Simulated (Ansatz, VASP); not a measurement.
**InPd in VASP and in Ansatz**

Contents of INCAR:

```
ALGO = Fast
EDIFF = 1E-6
ENCUT = 520
GGA = CA
ISIF = 2
ISMEAR = 0
LASPH = True
LCHARG = False
LREAL = False
LWAVE = False
NBANDS = 18
NELM = 80
PREC = Accurate
SIGMA = 0.15
```

The input KPOINTS:

```
k-points
0
Gamma
  16 16 16
```

POSCAR

```
InPd
1.0
    3.3640986734      0.0000000000      0.0000000000
    0.0000000000      3.3640986734      0.0000000000
    0.0000000000      0.0000000000      3.0949707795
In Pd
1 1
Direct
    0.0000000000      0.0000000000      0.0000000000
    0.5000000000      0.5000000000      0.5000000000
```

Input for Ansatz:

```yaml
crystal:
  lattice:
    - [3.3640986734, 0.0, 0.0]
    - [0.0, 3.3640986734, 0.0]
    - [0.0, 0.0, 3.0949707795]
  atoms:
    - { symbol: In, position: [0.0, 0.0, 0.0] }
    - { symbol: Pd, position: [0.5, 0.5, 0.5] }
basis:
  ecutwfc: 420
kpoints:
  mp_grid: { grid: [16, 16, 16] }
hamiltonian:
  xc: lda
scf:
  occupations: { method: gaussian, width: 0.15 }
output:
  forces: true
  stress: true
  eigenvalues: true
```

Alike in both runs: task single point; functional LDA; k mesh 16 × 16 × 16; occupations gaussian, width 0.15 eV; no spin polarisation.

|  | VASP | Ansatz |
| --- | --- | --- |
| version | VASP 6.6.1 | Ansatz 0.2.0 |
| potentials or method | VASP PAW LDA potentials, release 64 (In_d, Pd), cutoff 520 eV | scalar-relativistic, plane waves, PAW |
| valence electrons in the cell | 23 | 31 |

VASP gave:

| Quantity | Value |
| --- | --- |
| gap on the k mesh at the Fermi level (eV) | none |
| pressure (GPa) | -6.3 |
| traceless stress, the component that is largest in VASP (GPa) | 2.08 |

Problem. Estimate Ansatz's values.

Solution. gap on the k mesh at the Fermi level (eV): none; pressure (GPa): -6.7; traceless stress, the component that is largest in VASP (GPa): 2.06.

LDA's correlation is that of Perdew and Zunger in VASP and of Perdew and Wang (1992) in Ansatz. A gap of «none» marks a metal or a gap that the smearing closes. VASP's potentials hold 23 valence electrons a cell and Ansatz's 31, so a difference there can come from the potentials and not from the codes.
